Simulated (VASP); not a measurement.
GaSb, 2 atoms in the cell. The structure is cubic, space group F-43m (No. 216). Conventional cell: a = 6.091 Å, b = 6.091 Å, c = 6.091 Å, α = 90.00°, β = 90.00°, γ = 90.00°. Within 3.5 Å of Ga (site symmetry -43m) lie 4 Sb at 2.64 Å. Within 3.5 Å of Sb (site symmetry -43m) lie 4 Ga at 2.64 Å.  This cell differs from its parent crystal: volume changed by -6%.

| Quantity | Value |
| --- | --- |
| Program | VASP 6.6.1 |
| Task | single point |
| Functional | PBE |
| Potentials or basis | VASP PAW PBE potentials, release 64 (Ga_d, Sb_d_GW) |
| Cutoff | 500 eV |
| k mesh | 6 × 6 × 6 |
| Occupations | fermi-dirac, width 0.02 eV |
| Spin | no spin polarisation |
| Dipole correction | no |
| Second run | valence_matched |
| Further INCAR settings | ALGO = Normal; EDIFF = 1e-06; NBANDS = 21 |

Potentials or basis: VASP PAW PBE potentials, release 64 (Ga_d, Sb_d_GW).

Launch:

```console
$ cat potpaw_PBE.64/Ga_d/POTCAR potpaw_PBE.64/Sb_d_GW/POTCAR > POTCAR
$ mpirun -np 1 vasp_std > vasp.out
```

Hardware: 1 thread of Intel(R) Xeon(R) 6975P-C (Granite Rapids), with other jobs on the host.

How long does it take, and how much memory?

It took 8.5 s on 1 thread of Intel(R) Xeon(R) 6975P-C (Granite Rapids), on a shared host, peak memory 0.18 GiB. Counts: scf iterations 12, k points 16.
